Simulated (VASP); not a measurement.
# GaN (F-43m) in VASP: further runs, part 2 of 3

VASP 6.6.1.

### Step 3. Single point, PBE (volume scaled by 0.98)

Contents of INCAR:

```
SYSTEM = GaN
ALGO     = Normal         ! electronic algorithm
EDIFF    = 1E-6           ! SCF threshold, eV
ENCUT    = 520            ! plane-wave cutoff, eV
GGA      = PE             ! functional
ISIF     = 2              ! what is computed and relaxed
ISMEAR   = -1             ! smearing method
LASPH    = .True.         ! aspherical terms in the spheres
LCHARG   = .False.        ! write CHGCAR
LREAL    = .False.        ! projectors in reciprocal space
LWAVE    = .False.        ! write WAVECAR
NBANDS   = 16             ! bands
NELM     = 60             ! most SCF steps
PREC     = Accurate       ! precision mode
SIGMA    = 0.05           ! smearing width, eV
```

Contents of KPOINTS:

```
k-points
0
Gamma
  10 10 10
  0 0 0
```

Contents of POSCAR:

```
GaN
1.0
    0.0000000000      2.2383759866      2.2383759866
    2.2383759866      0.0000000000      2.2383759866
    2.2383759866      2.2383759866      0.0000000000
Ga N
1 1
Direct
    0.0000000000      0.0000000000      0.0000000000
    0.2500000000      0.2500000000      0.2500000000
```

Potentials or basis: VASP PAW PBE potentials, release 64 (Ga_d, N).

Launch:

```
cat potpaw_PBE.64/Ga_d/POTCAR potpaw_PBE.64/N/POTCAR > POTCAR
mpirun -np 1 vasp_std > vasp.out
```

Wall time 8.9 s (1 thread of AMD EPYC 9R45 (Zen 5), shared host); peak memory 0.12 GiB.

The run converged. Its results:

* Free energy: -12.1227 eV
* Pressure: 9.2 GPa
* Band gap on the k mesh: 1.85 eV, direct

Levels at points of the mesh, in eV from the valence-band top:
| k point | band 6 | band 7 | band 8 | band 9 | band 10 | band 11 | band 12 | band 13 |
| --- | --- | --- | --- | --- | --- | --- | --- | --- |
| (0.00, 0.00, 0.00) | -13.12 | 0.00 | 0.00 | 0.00 | 1.85 | 10.43 | 10.43 | 10.43 |
| (0.50, 0.00, 0.00) | -11.87 | -7.17 | -0.99 | -0.99 | 4.78 | 8.83 | 10.47 | 10.47 |
| (0.50, 0.50, 0.00) | -11.46 | -6.21 | -2.77 | -2.77 | 3.36 | 6.78 | 11.85 | 14.18 |

### Step 4. Single point, PBE

Contents of INCAR:

```
SYSTEM = GaN
  ALGO = Normal
  EDIFF = 1E-6
  ENCUT = 520
  GGA = PE
  ISIF = 2
  ISMEAR = -1
  LASPH = .True.
  LCHARG = .False.
  LREAL = .False.
  LWAVE = .False.
  NBANDS = 16
  NELM = 100
  PREC = Accurate
  SIGMA = 0.05
```

KPOINTS is that of step 3.

Contents of POSCAR:

```
GaN
1.0
    0.0000000000      2.2074978911      2.2074978911
    2.2074978911      0.0000000000      2.2074978911
    2.2074978911      2.2074978911      0.0000000000
Ga N
1 1
Direct
    0.0000000000      0.0000000000      0.0000000000
    0.2500000000      0.2500000000      0.2500000000
```

Potentials or basis: VASP PAW PBE potentials, release 64 (Ga_d, N).

Launch:

```
cat potpaw_PBE.64/Ga_d/POTCAR potpaw_PBE.64/N/POTCAR > POTCAR
mpirun -np 1 vasp_std > vasp.out
```

OUTCAR:

```text
SYSTEM = GaN
   EDIFF = 1E-6
   ENCUT = 520
   GGA = PE
   ISIF = 2
   ISMEAR = -1
   LASPH = .True.
   LREAL = .False.
   NELM = 100
   PREC = Accurate

 ion  position               nearest neighbor table
   1  0.000  0.000  0.000-   2 1.91   2 1.91   2 1.91   2 1.91
   2  0.250  0.250  0.250-   1 1.91   1 1.91   1 1.91   1 1.91

  LATTYP: Found a face centered cubic cell.
 ALAT       =     4.4149957822

  Lattice vectors:

 A1 = (   0.0000000000,   2.2074978911,   2.2074978911)
 A2 = (   2.2074978911,   0.0000000000,   2.2074978911)
 A3 = (   2.2074978911,   2.2074978911,   0.0000000000)

Analysis of symmetry for initial positions (statically):
=====================================================================
 Subroutine PRICEL returns:
 Original cell was already a primitive cell.

 Routine SETGRP: Setting up the symmetry group for a
 face centered cubic supercell.

 Subroutine GETGRP returns: Found 24 space group operations
 (whereof 24 operations were pure point group operations)
 out of a pool of 48 trial point group operations.

The static configuration has the point symmetry T_d .

Analysis of symmetry for dynamics (positions and initial velocities):
=====================================================================
 Subroutine PRICEL returns:
 Original cell was already a primitive cell.

 Routine SETGRP: Setting up the symmetry group for a
 face centered cubic supercell.

 Subroutine GETGRP returns: Found 24 space group operations
 (whereof 24 operations were pure point group operations)
 out of a pool of 48 trial point group operations.

The dynamic configuration has the point symmetry T_d .

 Subroutine INISYM returns: Found 24 space group operations
 (whereof 24 operations are pure point group operations),
 and found     1 'primitive' translations

----------------------------------------------------------------------------------------

                                     Primitive cell

  volume of cell :      21.5145

  direct lattice vectors                    reciprocal lattice vectors
     0.000000000  2.207497891  2.207497891    -0.226500783  0.226500783  0.226500783
     2.207497891  0.000000000  2.207497891     0.226500783 -0.226500783  0.226500783
     2.207497891  2.207497891  0.000000000     0.226500783  0.226500783 -0.226500783

  length of vectors
     3.121873457  3.121873457  3.121873457     0.392310863  0.392310863  0.392310863

  position of ions in fractional coordinates (direct lattice)
     0.000000000  0.000000000  0.000000000
     0.250000000  0.250000000  0.250000000

  ion indices of the primitive-cell ions
   primitive index   ion index
                 1           1
                 2           2

----------------------------------------------------------------------------------------

 KPOINTS: k-points

Automatic generation of k-mesh.
 Grid dimensions read from file:
 generate k-points for:   10   10   10

 Generating k-lattice:

  Cartesian coordinates                     Fractional coordinates (reciprocal lattice)
    -0.022650078  0.022650078  0.022650078     0.100000000  0.000000000  0.000000000
     0.022650078 -0.022650078  0.022650078     0.000000000  0.100000000  0.000000000
     0.022650078  0.022650078 -0.022650078     0.000000000  0.000000000  0.100000000

  Length of vectors
     0.039231086  0.039231086  0.039231086

  Shift w.r.t. Gamma in fractional coordinates (k-lattice)
     0.000000000  0.000000000  0.000000000

 Subroutine IBZKPT returns following result:
 ===========================================

 Found     47 irreducible k-points:

 Following reciprocal coordinates:
            Coordinates               Weight
  0.000000  0.000000  0.000000      1.000000
  0.100000  0.000000  0.000000      8.000000
  0.200000  0.000000  0.000000      8.000000
  0.300000  0.000000  0.000000      8.000000
  0.400000  0.000000  0.000000      8.000000
  0.500000  0.000000  0.000000      4.000000
[... 16 lines left out ...]
  0.300000  0.300000  0.000000      6.000000
  0.400000  0.300000  0.000000     24.000000
 [... further k-points ...]
   k-points           NKPTS =     47   k-points in BZ     NKDIM =     47   number of bands    NBANDS=     16
   number of dos      NEDOS =    301   number of ions     NIONS =      2
   total plane-waves  NPLWV =  13824
   dimension x,y,z NGX =    24 NGY =   24 NGZ =   24
   dimension x,y,z NGXF=    48 NGYF=   48 NGZF=   48
   ions per type =               1   1
   NGX,Y,Z   is equivalent  to a cutoff of  12.78, 12.78, 12.78 a.u.
   NGXF,Y,Z  is equivalent  to a cutoff of  25.56, 25.56, 25.56 a.u.
 SYSTEM =  GaN
   PREC   = accura    normal or accurate (medium, high low for compatibility)
   ISTART =      0    job   : 0-new  1-cont  2-samecut
   ICHARG =      2    charge: 1-file 2-atom 10-const
   ISPIN  =      1    spin polarized calculation?
   LNONCOLLINEAR =      F non collinear calculations
   LSORBIT =      F    spin-orbit coupling
   LASPH  =      T    aspherical Exc in radial PAW
   ENCUT  =  520.0 eV  38.22 Ry    6.18 a.u.   5.80  5.80  5.80*2*pi/ulx,y,z
   NELM   =    100;   NELMIN=  2; NELMDL= -5     # of ELM steps
   EDIFF  = 0.1E-05   stopping-criterion for ELM
   LREAL  =      F    real-space projection
   EDIFFG = 0.1E-04   stopping-criterion for IOM
   NSW    =      0    number of steps for IOM
   IBRION =     -1    ionic relax: 0-MD 1-quasi-New 2-CG
   NFREE  =      0    steps in history (QN), initial steepest desc. (CG)
   ISIF   =      2    stress and relaxation
   ISYM   =      2    0-nonsym 1-usesym 2-fastsym
   POTIM  = 0.5000    time-step for ionic-motion
   TEBEG  =    0.0;   TEEND  =   0.0 temperature during run
   PSTRESS=    0.0 pullay stress
   NELECT =      18.0000    total number of electrons
   NUPDOWN=      -1.0000    fix difference up-down
   EMIN   =  10.00;   EMAX   =-10.00  energy-range for DOS
   EFERMI =   0.00;   METHOD = LEGACY
   ISMEAR =    -1;   SIGMA  =   0.05  broadening in eV -4-tet -1-fermi 0-gaus
   EFERMI_NEDOS =   21; number of points for ismear=-14 and -15
   IALGO  =     38    algorithm
   IMIX   =      4    mixing-type and parameters
     AMIX     =   0.40;   BMIX     =  1.00
     AMIX_MAG =   1.60;   BMIX_MAG =  1.00
  volume/ion in A,a.u.               =      10.76        72.59
  Fermi-wavevector in a.u.,A,eV,Ry     =   1.542607  2.915105 32.376929  2.379637
  Thomas-Fermi vector in A             =   2.648388
   LORBIT       =      0    0 simple, 1 ext, 2 COOP (PROOUT), +10 PAW based schemes
   GGA     = PE    functional components
   LHFCALC =     F    Hartree Fock is set to
   AEXX    =    0.0000 exact exchange contribution
   IVDW    =     0    specifies the selected vdW correction
   LEPSILON=     F    determine dielectric tensor
   LRPA    =     F    only Hartree local field effects (RPA)
 non-spin polarized calculation
  energy-cutoff  :      520.00
  volume of cell :       21.51
 maximum number of plane-waves:       589
   NGX = 11   NGY = 11   NGZ = 11

 number of electron      18.0000008 magnetization

 Free energy of the ion-electron system (eV)
  ---------------------------------------------------
  ext. energy  EPLUGINS =         0.00000000
  ---------------------------------------------------
  free energy    TOTEN  =       -12.04377248 eV

  energy without entropy =      -12.04377248  energy(sigma->0) =      -12.04377248

 E-fermi :   6.9639     XC(G=0): -12.0020

 val. band max:        5.9783279652   @ k =   0.0000   0.0000   0.0000
 cond. band min:       8.1028146550   @ k =   0.0000   0.0000   0.0000
 fundamental gap:      2.1244866898
 Fermi energy:         6.9639428808

 k-point     1 :       0.0000    0.0000    0.0000
  band No.  band energies     occupation
      1     -10.5054      2.00000
      2      -7.5312      2.00000
      3      -7.5312      2.00000
      4      -7.5312      2.00000
      5      -7.1433      2.00000
      6      -7.1433      2.00000
[... 8 lines left out ...]
     15      25.3076      0.00000
     16      25.3076      0.00000

 k-point     2 :       0.1000    0.0000    0.0000
  band No.  band energies     occupation
      1     -10.3813      2.00000
      2      -7.5150      2.00000
      3      -7.5150      2.00000
      4      -7.4966      2.00000
      5      -7.1450      2.00000
      6      -7.1450      2.00000
[... 8 lines left out ...]
     15      23.9620      0.00000
     16      24.0427      0.00000
[... 387 lines left out ...]
      5      -7.0836      2.00000
      6      -6.7611      2.00000
[... 8 lines left out ...]
     15      28.6241      0.00000
     16      29.4939      0.00000

 k-point    24 :       0.4000    0.3000    0.0000
  band No.  band energies     occupation
      1      -9.3201      2.00000
      2      -7.3904      2.00000
      3      -7.2629      2.00000
      4      -7.2614      2.00000
      5      -7.0716      2.00000
      6      -6.2942      2.00000
[... 8 lines left out ...]
     15      29.0866      0.00000
     16      29.3193      0.00000

 [... further k-points ...]
[... 5 lines left out ...]
  --------------------------------------------------------------------------------------
  -------------------------------------------------------------------------------------
  Total        2.5103023      2.5103023      2.5103023      0.0000000     -0.0000000      0.0000000
  in kB      186.9414989    186.9414989    186.9414989      0.0000000     -0.0000000      0.0000000
  external PRESSURE =     186.9414989 kB  Pullay stress =       0.0000000 kB

 VOLUME and BASIS-vectors are now :
 -----------------------------------------------------------------------------
  energy-cutoff  :      520.00
  volume of cell :       21.51
      direct lattice vectors                 reciprocal lattice vectors
     0.000000000  2.207497891  2.207497891    -0.226500783  0.226500783  0.226500783
     2.207497891  0.000000000  2.207497891     0.226500783 -0.226500783  0.226500783
     2.207497891  2.207497891  0.000000000     0.226500783  0.226500783 -0.226500783

 POSITION                                       TOTAL-FORCE (eV/Angst)
 -----------------------------------------------------------------------------------
      0.00000      0.00000      0.00000        -0.000000     -0.000000     -0.000000
      1.10375      1.10375      1.10375         0.000000      0.000000      0.000000
 -----------------------------------------------------------------------------------
    total drift:                                0.000002      0.000002      0.000001

  FREE ENERGIE OF THE ION-ELECTRON SYSTEM (eV)
  ---------------------------------------------------
  free  energy   TOTEN  =       -12.0437724817 eV

  energy  without entropy=      -12.0437724817  energy(sigma->0) =      -12.04377248
```

OSZICAR:

```text
N       E                     dE             d eps       ncg     rms          rms(c)
DAV:   1     0.771501553307E+02    0.77150E+02   -0.95068E+03  1712   0.204E+03
DAV:   2    -0.891396951936E+01   -0.86064E+02   -0.81022E+02  1672   0.321E+02
DAV:   3    -0.141019435083E+02   -0.51880E+01   -0.51723E+01  1848   0.675E+01
DAV:   4    -0.141503540725E+02   -0.48411E-01   -0.48407E-01  1752   0.699E+00
DAV:   5    -0.141510257588E+02   -0.67169E-03   -0.67168E-03  1936   0.754E-01    0.795E+00
DAV:   6    -0.120386301930E+02    0.21124E+01   -0.48421E+00  2296   0.418E+01    0.268E+00
DAV:   7    -0.120510794598E+02   -0.12449E-01   -0.35254E-01  1608   0.643E+00    0.180E+00
DAV:   8    -0.120472563566E+02    0.38231E-02   -0.47596E-02  1768   0.340E+00    0.694E-01
DAV:   9    -0.120435979911E+02    0.36584E-02   -0.14228E-02  2224   0.296E+00    0.170E-01
DAV:  10    -0.120438578061E+02   -0.25981E-03   -0.15541E-03  1856   0.596E-01    0.710E-02
DAV:  11    -0.120437678071E+02    0.89999E-04   -0.28371E-04  2272   0.247E-01    0.134E-02
DAV:  12    -0.120437727282E+02   -0.49211E-05   -0.28015E-05  1696   0.531E-02    0.123E-02
DAV:  13    -0.120437724817E+02    0.24642E-06   -0.71599E-07  1352   0.154E-02
   1 F= -.12043772E+02 E0= -.12043772E+02  d E =-.326599E-10
```

stdout:

```text
POSCAR found type information on POSCAR GaN
 POSCAR found :  2 types and       2 ions
 scaLAPACK will be used
 LDA part: xc-table for (Slater+PW92), standard interpolation
 POSCAR, INCAR and KPOINTS ok, starting setup
 FFT: planning ... GRIDC
 FFT: planning ... GRID_SOFT
 FFT: planning ... GRID
 WAVECAR not read
 entering main loop
```

It took 11 s on 1 thread of Intel Xeon Platinum 8259CL at 2.50GHz (Skylake/Cascade Lake), shared host; peak memory 0.14 GiB.

What came out:

```
Free energy            : -12.0438 eV
Pressure               : 18.7 GPa
Band gap on the k mesh : 2.12 eV, direct
```

Levels at points of the mesh, in eV from the valence-band top:
| k point | band 6 | band 7 | band 8 | band 9 | band 10 | band 11 | band 12 | band 13 |
| --- | --- | --- | --- | --- | --- | --- | --- | --- |
| (0.00, 0.00, 0.00) | -13.12 | 0.00 | 0.00 | 0.00 | 2.12 | 10.69 | 10.69 | 10.69 |
| (0.50, 0.00, 0.00) | -11.87 | -7.46 | -1.05 | -1.05 | 5.07 | 9.04 | 10.69 | 10.69 |
| (0.50, 0.50, 0.00) | -11.46 | -6.38 | -2.93 | -2.93 | 3.37 | 7.03 | 12.16 | 14.63 |

(Continued in part 3 of 3.)
